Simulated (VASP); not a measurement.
# SiC (R3m) in VASP: notebook

The runs below take SiC through single point, with r2SCAN.

All numbers are computed with VASP 6.6.1; they aren't measurements. Logs are shortened: lines on timing, memory, paths and dates and some standing lists are left out, and cuts for length are marked.

## 1. The cell of the first run

Symmetry: R3m, No. 160, trigonal system. The conventional cell has a = 3.080 Å, b = 3.080 Å, c = 7.545 Å, α = 90.00°, β = 90.00°, γ = 120.00°. Within 2.4 Å of Si (site symmetry 3m) lie 4 C at 1.79 to 1.92 Å. Within 2.4 Å of C (site symmetry 3m) lie 4 Si at 1.79 to 1.92 Å.

## 2. Single point, r2SCAN

POSCAR

```
SiC
1.0
    0.0000000000      2.1781449820      2.1781449820
    2.1781449820      0.0000000000      2.1781449820
    2.1781449820      2.1781449820      0.0000000000
Si C
1 1
Direct
   -0.0132532562     -0.0132532562     -0.0132532562
    0.7500000000      0.7500000000      0.7500000000
```

INCAR.step1

```
SYSTEM = SiC
ALGO = Normal ; EDIFF = 1E-5
ENCUT = 660 ; GGA = PE
GGA_COMPAT = .False. ; ISMEAR = 0
LASPH = .True. ; LCHARG = .False.
LREAL = .False. ; LWAVE = .True.
NBANDS = 11 ; NELM = 120
PREC = Accurate ; SIGMA = 0.05
```

INCAR.step2

```
SYSTEM = SiC
ALGO = Normal ; EDIFF = 1E-6
ENCUT = 660 ; GGA_COMPAT = .False.
ISIF = 2 ; ISMEAR = 0
ISTART = 1 ; LASPH = .True.
LCHARG = .False. ; LMIXTAU = .True.
LREAL = .False. ; LWAVE = .False.
METAGGA = R2SCAN ; NBANDS = 11
NELM = 120 ; PREC = Accurate
SIGMA = 0.05
```

KPOINTS

```
k-points
0
Gamma
  10 10 10
  0 0 0
```

Potentials or basis: VASP PAW PBE potentials, release 64 (Si, C).

Run with:

```
cat potpaw_PBE.64/Si/POTCAR potpaw_PBE.64/C/POTCAR > POTCAR
cp INCAR.step1 INCAR
mpirun -np 1 vasp_std > vasp.out
cp INCAR.step2 INCAR
mpirun -np 1 vasp_std > vasp.out
```

OUTCAR:

```text
SYSTEM = SiC
   EDIFF = 1E-6
   ENCUT = 660
   ISIF = 2
   ISMEAR = 0
   ISTART = 1
   LASPH = .True.
   LREAL = .False.
   METAGGA = R2SCAN
   NELM = 120
   PREC = Accurate

 ion  position               nearest neighbor table
   1  0.987  0.987  0.987-   2 1.79   2 1.92   2 1.92   2 1.92
   2  0.750  0.750  0.750-   1 1.79   1 1.92   1 1.92   1 1.92

  LATTYP: Found a face centered cubic cell.
 ALAT       =     4.3562899640

  Lattice vectors:

 A1 = (   0.0000000000,   2.1781449820,   2.1781449820)
 A2 = (   2.1781449820,   0.0000000000,   2.1781449820)
 A3 = (   2.1781449820,   2.1781449820,   0.0000000000)

Analysis of symmetry for initial positions (statically):
=====================================================================
 Subroutine PRICEL returns:
 Original cell was already a primitive cell.

 Routine SETGRP: Setting up the symmetry group for a
 face centered cubic supercell.

 Subroutine GETGRP returns: Found  6 space group operations
 (whereof  6 operations were pure point group operations)
 out of a pool of 48 trial point group operations.

The static configuration has the point symmetry C_3v.

Analysis of symmetry for dynamics (positions and initial velocities):
=====================================================================
 Subroutine PRICEL returns:
 Original cell was already a primitive cell.

 Routine SETGRP: Setting up the symmetry group for a
 face centered cubic supercell.

 Subroutine GETGRP returns: Found  6 space group operations
 (whereof  6 operations were pure point group operations)
 out of a pool of 48 trial point group operations.

The dynamic configuration has the point symmetry C_3v.

 Subroutine INISYM returns: Found  6 space group operations
 (whereof  6 operations are pure point group operations),
 and found     1 'primitive' translations

----------------------------------------------------------------------------------------

                                     Primitive cell

  volume of cell :      20.6676

  direct lattice vectors                    reciprocal lattice vectors
     0.000000000  2.178144982  2.178144982    -0.229553131  0.229553131  0.229553131
     2.178144982  0.000000000  2.178144982     0.229553131 -0.229553131  0.229553131
     2.178144982  2.178144982  0.000000000     0.229553131  0.229553131 -0.229553131

  length of vectors
     3.080362174  3.080362174  3.080362174     0.397597686  0.397597686  0.397597686

  position of ions in fractional coordinates (direct lattice)
     0.986746744  0.986746744  0.986746744
     0.750000000  0.750000000  0.750000000

  ion indices of the primitive-cell ions
   primitive index   ion index
                 1           1
                 2           2

----------------------------------------------------------------------------------------

 KPOINTS: k-points

Automatic generation of k-mesh.
 Grid dimensions read from file:
 generate k-points for:   10   10   10

 Generating k-lattice:

  Cartesian coordinates                     Fractional coordinates (reciprocal lattice)
    -0.022955313  0.022955313  0.022955313     0.100000000  0.000000000  0.000000000
     0.022955313 -0.022955313  0.022955313     0.000000000  0.100000000  0.000000000
     0.022955313  0.022955313 -0.022955313     0.000000000  0.000000000  0.100000000

  Length of vectors
     0.039759769  0.039759769  0.039759769

  Shift w.r.t. Gamma in fractional coordinates (k-lattice)
     0.000000000  0.000000000  0.000000000

 Subroutine IBZKPT returns following result:
 ===========================================

 Found    116 irreducible k-points:

 Following reciprocal coordinates:
            Coordinates               Weight
  0.000000  0.000000  0.000000      1.000000
  0.100000  0.000000  0.000000      6.000000
  0.100000  0.100000  0.100000      2.000000
  0.200000  0.000000  0.000000      6.000000
  0.200000  0.200000  0.200000      2.000000
  0.300000  0.000000  0.000000      6.000000
[... 16 lines left out ...]
  0.100000  0.100000 -0.400000      6.000000
  0.500000  0.400000  0.500000      6.000000
 [... further k-points ...]
   k-points           NKPTS =    116   k-points in BZ     NKDIM =    116   number of bands    NBANDS=     11
   number of dos      NEDOS =    301   number of ions     NIONS =      2
   total plane-waves  NPLWV =  21952
   dimension x,y,z NGX =    28 NGY =   28 NGZ =   28
   dimension x,y,z NGXF=    56 NGYF=   56 NGZF=   56
   ions per type =               1   1
   NGX,Y,Z   is equivalent  to a cutoff of  15.11, 15.11, 15.11 a.u.
   NGXF,Y,Z  is equivalent  to a cutoff of  30.22, 30.22, 30.22 a.u.
 SYSTEM =  SiC
   PREC   = accura    normal or accurate (medium, high low for compatibility)
   ISTART =      1    job   : 0-new  1-cont  2-samecut
   ICHARG =      0    charge: 1-file 2-atom 10-const
   ISPIN  =      1    spin polarized calculation?
   LNONCOLLINEAR =      F non collinear calculations
   LSORBIT =      F    spin-orbit coupling
   LASPH  =      T    aspherical Exc in radial PAW
   ENCUT  =  660.0 eV  48.51 Ry    6.96 a.u.   6.45  6.45  6.45*2*pi/ulx,y,z
   NELM   =    120;   NELMIN=  2; NELMDL=  0     # of ELM steps
   EDIFF  = 0.1E-05   stopping-criterion for ELM
   LREAL  =      F    real-space projection
   EDIFFG = 0.1E-04   stopping-criterion for IOM
   NSW    =      0    number of steps for IOM
   IBRION =     -1    ionic relax: 0-MD 1-quasi-New 2-CG
   NFREE  =      0    steps in history (QN), initial steepest desc. (CG)
   ISIF   =      2    stress and relaxation
   ISYM   =      2    0-nonsym 1-usesym 2-fastsym
   POTIM  = 0.5000    time-step for ionic-motion
   TEBEG  =    0.0;   TEEND  =   0.0 temperature during run
   PSTRESS=    0.0 pullay stress
   NELECT =       8.0000    total number of electrons
   NUPDOWN=      -1.0000    fix difference up-down
   EMIN   =  10.00;   EMAX   =-10.00  energy-range for DOS
   EFERMI =   0.00;   METHOD = LEGACY
   ISMEAR =     0;   SIGMA  =   0.05  broadening in eV -4-tet -1-fermi 0-gaus
   EFERMI_NEDOS =   21; number of points for ismear=-14 and -15
   IALGO  =     38    algorithm
   IMIX   =      4    mixing-type and parameters
     AMIX     =   0.40;   BMIX     =  1.00
     AMIX_MAG =   1.60;   BMIX_MAG =  1.00
  volume/ion in A,a.u.               =      10.33        69.74
  Fermi-wavevector in a.u.,A,eV,Ry     =   1.193094  2.254621 19.367534  1.423474
  Thomas-Fermi vector in A             =   2.329117
   LORBIT       =      0    0 simple, 1 ext, 2 COOP (PROOUT), +10 PAW based schemes
   METAGGA = R2SCAN    functional components
   LHFCALC =     F    Hartree Fock is set to
   AEXX    =    0.0000 exact exchange contribution
   IVDW    =     0    specifies the selected vdW correction
   LEPSILON=     F    determine dielectric tensor
   LRPA    =     F    only Hartree local field effects (RPA)
 non-spin polarized calculation
 Gauss-broadening in eV      SIGMA  =   0.05
  energy-cutoff  :      660.00
  volume of cell :       20.67
 maximum number of plane-waves:       821
 NGX is ok and might be reduce to    28
   NGX = 13   NGY = 13   NGZ = 13

 number of electron       8.0000000 magnetization

 Free energy of the ion-electron system (eV)
  ---------------------------------------------------
  ext. energy  EPLUGINS =         0.00000000
  ---------------------------------------------------
  free energy    TOTEN  =       -19.21906882 eV

  energy without entropy =      -19.21906882  energy(sigma->0) =      -19.21906882

 E-fermi :   8.4608     XC(G=0): -11.9393

 val. band max:        8.2676068757   @ k =   0.0000   0.0000   0.0000
 cond. band min:       9.6909166797   @ k =   0.5000   0.5000   0.0000
 fundamental gap:      1.4233098040
 Fermi energy:         8.4607835315

 k-point     1 :       0.0000    0.0000    0.0000
  band No.  band energies     occupation
      1      -8.2032      2.00000
      2       7.3911      2.00000
      3       8.2676      2.00000
      4       8.2676      2.00000
      5      14.7978      0.00000
      6      15.7226      0.00000
      7      15.7226      0.00000
      8      16.1636      0.00000
      9      23.1964      0.00000
     10      23.1964      0.00000
     11      25.7386      0.00000

 k-point     2 :       0.1000    0.0000    0.0000
  band No.  band energies     occupation
      1      -8.0015      2.00000
      2       6.9132      2.00000
      3       7.5405      2.00000
      4       8.1316      2.00000
      5      15.0611      0.00000
      6      15.9163      0.00000
      7      15.9806      0.00000
      8      16.5432      0.00000
      9      22.3061      0.00000
     10      22.3438      0.00000
     11      25.2567      0.00000

 k-point     3 :       0.1000    0.1000    0.1000
  band No.  band energies     occupation
      1      -7.9989      2.00000
      2       6.4481      2.00000
      3       8.1096      2.00000
      4       8.1096      2.00000
      5      15.0217      0.00000
      6      16.0454      0.00000
      7      16.0454      0.00000
      8      16.3979      0.00000
      9      22.1204      0.00000
     10      22.1204      0.00000
     11      25.6312      0.00000

 k-point     4 :       0.2000    0.0000    0.0000
  band No.  band energies     occupation
      1      -7.4070      2.00000
      2       4.8113      2.00000
      3       7.1001      2.00000
      4       7.8195      2.00000
      5      14.7238      0.00000
      6      16.1200      0.00000
      7      16.7971      0.00000
      8      17.5543      0.00000
      9      21.6842      0.00000
     10      21.8137      0.00000
     11      24.3064      0.00000
[... 239 lines left out ...]
 k-point    22 :       0.5000    0.1000    0.0000
  band No.  band energies     occupation
      1      -4.5731      2.00000
      2      -0.4260      2.00000
      3       5.9826      2.00000
      4       6.6123      2.00000
      5      13.9580      0.00000
      6      15.3794      0.00000
      7      16.6545      0.00000
      8      19.5913      0.00000
      9      23.9870      0.00000
     10      26.0637      0.00000
     11      26.6193      0.00000

 k-point    23 :       0.1000    0.1000   -0.4000
  band No.  band energies     occupation
      1      -4.5752      2.00000
      2      -0.4112      2.00000
      3       5.7330      2.00000
      4       6.8617      2.00000
      5      14.2020      0.00000
      6      15.6050      0.00000
      7      15.9474      0.00000
      8      19.7368      0.00000
      9      24.0586      0.00000
     10      26.0633      0.00000
     11      26.7496      0.00000

 k-point    24 :       0.5000    0.4000    0.5000
  band No.  band energies     occupation
      1      -4.4027      2.00000
      2      -0.8853      2.00000
      3       6.2785      2.00000
      4       6.7480      2.00000
      5      14.1917      0.00000
      6      15.6395      0.00000
      7      16.5943      0.00000
      8      19.4922      0.00000
      9      23.6711      0.00000
     10      26.3332      0.00000
     11      26.3846      0.00000

 [... further k-points ...]

------------------------ aborting loop because EDIFF is reached ----------------------------------------

  FORCE on cell =-STRESS in cart. coord.  units (eV):
  Direction    XX          YY          ZZ          XY          YZ          ZX
  --------------------------------------------------------------------------------------
  -------------------------------------------------------------------------------------
  Total        0.1309122      0.1309122      0.1309122      0.5838471      0.5838471      0.5838471
  in kB       10.1484667     10.1484667     10.1484667     45.2605007     45.2605007     45.2605007
  external PRESSURE =      10.1484667 kB  Pullay stress =       0.0000000 kB

 VOLUME and BASIS-vectors are now :
 -----------------------------------------------------------------------------
  energy-cutoff  :      660.00
  volume of cell :       20.67
      direct lattice vectors                 reciprocal lattice vectors
     0.000000000  2.178144982  2.178144982    -0.229553131  0.229553131  0.229553131
     2.178144982  0.000000000  2.178144982     0.229553131 -0.229553131  0.229553131
     2.178144982  2.178144982  0.000000000     0.229553131  0.229553131 -0.229553131

 POSITION                                       TOTAL-FORCE (eV/Angst)
 -----------------------------------------------------------------------------------
      4.29855      4.29855      4.29855         1.385317      1.385317      1.385317
      3.26722      3.26722      3.26722        -1.385317     -1.385317     -1.385317
 -----------------------------------------------------------------------------------
    total drift:                                0.000052      0.000052      0.000052

  FREE ENERGIE OF THE ION-ELECTRON SYSTEM (eV)
  ---------------------------------------------------
  free  energy   TOTEN  =       -19.2190688181 eV

  energy  without entropy=      -19.2190688181  energy(sigma->0) =      -19.21906882
```

Run time: 3 min. Hardware: 1 thread of Intel Xeon 8259CL, shared host; peak memory 0.18 GiB.

Results:

| Item | Value |
| --- | --- |
| Free energy | -19.2191 eV |
| Pressure | 1.0 GPa |
| Largest force | 2.399 eV/Å |
| Band gap on the k mesh | 1.42 eV (least direct gap 4.89 eV) |

Forces in eV/Å, atoms in the order of the input:
```
Si   1.385  1.385  1.385
C   -1.385 -1.385 -1.385
```

Caveat: the cell differs from its parent crystal (all Si atoms moved +0.100 Å, as atom 1 towards its neighbour atom 2 (C) at 1.886 Å); the PAW data sets were made with another functional, which shifts forces and pressure a little. A k mesh can miss the band edges.

## 3. Single point, r2SCAN

POSCAR: that of step 2 with these lines changed.

```diff
@@ -8,3 +8,3 @@
 Direct
-   -0.0132532562     -0.0132532562     -0.0132532562
+    0.0099399421      0.0099399421      0.0099399421
     0.7500000000      0.7500000000      0.7500000000
```

INCAR.step1

```
PREC     = Accurate       # precision mode
ENCUT    = 660            # plane-wave cutoff, eV
ISMEAR   = 0              # smearing method
SIGMA    = 0.05           # smearing width, eV
LREAL    = False          # projectors in reciprocal space
LASPH    = True           # aspherical terms in the spheres
NELM     = 120            # most SCF steps
NBANDS   = 11             # bands
GGA      = PE             # functional
ALGO     = Normal         # electronic algorithm
EDIFF    = 1E-5           # SCF threshold, eV
LWAVE    = True           # write WAVECAR
LCHARG   = False          # write CHGCAR
GGA_COMPAT= False
```

INCAR.step2

```
PREC     = Accurate       # precision mode
ENCUT    = 660            # plane-wave cutoff, eV
EDIFF    = 1E-6           # SCF threshold, eV
ISMEAR   = 0              # smearing method
SIGMA    = 0.05           # smearing width, eV
LREAL    = False          # projectors in reciprocal space
LASPH    = True           # aspherical terms in the spheres
NELM     = 120            # most SCF steps
ALGO     = Normal         # electronic algorithm
ISIF     = 2              # what is computed and relaxed
LWAVE    = False          # write WAVECAR
LCHARG   = False          # write CHGCAR
METAGGA  = R2SCAN         # meta-GGA
LMIXTAU  = True         
NBANDS   = 11             # bands
ISTART   = 1            
GGA_COMPAT= False
```

KPOINTS

```
Automatic mesh
0
Gamma
  10 10 10
```

Potentials or basis: VASP PAW PBE potentials, release 64 (Si, C).

Run with:

```
cat potpaw_PBE.64/Si/POTCAR potpaw_PBE.64/C/POTCAR > POTCAR
cp INCAR.step1 INCAR
mpirun -np 1 vasp_std > vasp.out
cp INCAR.step2 INCAR
mpirun -np 1 vasp_std > vasp.out
```

Run time: 2.9 min. Hardware: 1 thread of Intel Xeon 8259CL, shared host; peak memory 0.18 GiB.

It converged, with:

```yaml
Free_energy: -19.2816 eV
Pressure: 0.2 GPa
Largest_force: 1.261 eV/Å
Band_gap_on_the_k_mesh: 1.30 eV (least direct gap 4.92 eV)
```

Forces on the atoms (eV/Å):
```
Si  -0.728 -0.728 -0.728
C    0.728  0.728  0.728
```

Stress tensor (GPa, compression positive):
```
 0.21 -2.02 -2.02
-2.02  0.21 -2.02
-2.02 -2.02  0.21
```

Levels at points of the mesh, in eV from the valence-band top:
| k point | band 2 | band 3 | band 4 | band 5 | band 6 | band 7 |
| --- | --- | --- | --- | --- | --- | --- |
| (0.00, 0.00, 0.00) | -0.64 | -0.64 | 0.00 | 6.40 | 7.31 | 7.53 |
| (0.50, 0.00, 0.00) | -9.33 | -1.76 | -1.19 | 5.55 | 7.07 | 7.71 |
| (0.50, 0.50, 0.50) | -8.98 | -1.66 | -1.66 | 5.60 | 7.22 | 7.22 |
| (0.50, 0.50, 0.00) | -8.47 | -3.87 | -3.62 | 1.30 | 4.39 | 14.73 |

Caveat: the cell differs from its parent crystal (all Si atoms moved -0.075 Å, as atom 1 towards its neighbour atom 2 (C) at 1.886 Å); the PAW data sets were made with another functional, which shifts forces and pressure a little. A k mesh can miss the band edges.

[end of part 1 of 2]
